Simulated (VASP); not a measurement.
Here is a VASP 6.6.1 calculation.

File INCAR:

```
SYSTEM = InAs
PREC     = Accurate       ! precision mode
ENCUT    = 520            ! plane-wave cutoff, eV
EDIFF    = 1E-6           ! SCF threshold, eV
ISMEAR   = -1             ! smearing method
SIGMA    = 0.02           ! smearing width, eV
LREAL    = .FALSE.        ! projectors in reciprocal space
LASPH    = .TRUE.         ! aspherical terms in the spheres
NELM     = 100            ! most SCF steps
ALGO     = Normal         ! electronic algorithm
ISIF     = 2              ! what is computed and relaxed
LWAVE    = .FALSE.        ! write WAVECAR
LCHARG   = .FALSE.        ! write CHGCAR
GGA      = PE             ! functional
NBANDS   = 16             ! bands
```

Contents of KPOINTS:

```
Automatic mesh
0
G
  8 8 8
  0 0 0
```

The input POSCAR:

```
InAs
1.0
    3.5365410745      0.0000000000      0.0000000000
    0.0000000000      3.5365410745      0.0000000000
    0.0000000000      0.0000000000      3.5365410745
In As
1 1
Direct
    0.0000000000      0.0000000000      0.0000000000
    0.5000000000      0.5000000000      0.5000000000
```

Potentials or basis: VASP PAW PBE potentials, release 64 (In_d, As).

The run is started by

```sh
$ cat potpaw_PBE.64/In_d/POTCAR potpaw_PBE.64/As/POTCAR > POTCAR
$ mpirun -np 1 vasp_std > vasp.out
```

Predict the band gap on the k mesh.

zero (band 9 reaches 8.07 eV, above the bottom of band 10 at 5.21 eV).

What does it give for the pressure?

1.9 GPa.

Caveat: spin-orbit coupling is left out, which moves the levels of the heavy elements.
